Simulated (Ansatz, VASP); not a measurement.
# SnO2 in VASP and in Ansatz

```
Sn O
1.0
     4.76058    0.00000    0.00000
     0.00000    4.76058    0.00000
     0.00000    0.00000    3.20008
Sn O
2 4
Direct
  0.00000 0.00000 0.00000
  0.50000 0.50000 0.50000
  0.30588 0.30588 0.00000
  0.19412 0.80588 0.50000
  0.80588 0.19412 0.50000
  0.69412 0.69412 0.00000
```

Alike in both runs: task single point; functional PBE; k mesh 6 × 6 × 8; occupations fermi-dirac, width 0.02 eV; no spin polarisation.

|  | VASP | Ansatz |
| --- | --- | --- |
| version | VASP 6.6.1 | Ansatz 0.2.0 |
| potentials or method | VASP PAW PBE potentials, release 64 (Sn_d, O) | plane waves, PAW |
| plane-wave cutoff (eV) | 520 | 420 |
| valence electrons in the cell | 52 | 52 |

|  | VASP | Ansatz | Ansatz less VASP |
| --- | --- | --- | --- |
| gap on the k mesh at the Fermi level (eV) | 1.09 | 1.10 | +0.011 |
| pressure (GPa) | 8.4 | 7.7 | -0.69 |
| traceless stress, the component that is largest in VASP (GPa) | 1.33 | 1.12 | -0.203 |
| rms of the force components (eV/Å) | 0.022 | 0.014 | -0.0076 |

Atom by atom the forces differ by 0.008 eV/Å (rms over components). The functional is the same, so the differences come from potentials, cutoffs and numerics.
